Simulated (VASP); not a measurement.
NaH, 4 atoms in the cell. Symmetry: P6_3/mmc, No. 194, hexagonal system. Conventional cell: a = 3.319 Å, b = 3.319 Å, c = 5.831 Å, α = 90.00°, β = 90.00°, γ = 120.00°. Na (site symmetry -3m) has 6 H at 2.41 Å and 2 Na at 2.92 Å within 3.2 Å. Within 3.2 Å of H (site symmetry -6m2) lie 6 Na at 2.41 Å. 

- Program: VASP 6.6.1
- Task: single point
- Functional: PBE
- Potentials or basis: VASP PAW PBE potentials, release 64 (Na_pv, H)
- Cutoff: 520 eV
- k mesh: 6 × 6 × 2
- Occupations: gaussian, width 0.01 eV
- Spin: no spin polarisation
- Dipole correction: no
- Further INCAR settings: ALGO = Normal; EDIFF = 1e-06; NBANDS = 16

Potentials or basis: VASP PAW PBE potentials, release 64 (Na_pv, H).

The run is started by

```sh
$ cat potpaw_PBE.64/Na_pv/POTCAR potpaw_PBE.64/H/POTCAR > POTCAR
$ mpirun -np 1 vasp_std > vasp.out
```

Hardware: 1 thread of Intel(R) Xeon(R) Platinum 8488C (Sapphire Rapids), with other jobs on the host.

Q: How long does it take, and how much memory?

A: It took 11 s on 1 thread of Intel(R) Xeon(R) Platinum 8488C (Sapphire Rapids), with other jobs on the host, peak memory 0.18 GiB. Counts: scf iterations 12, k points 14.
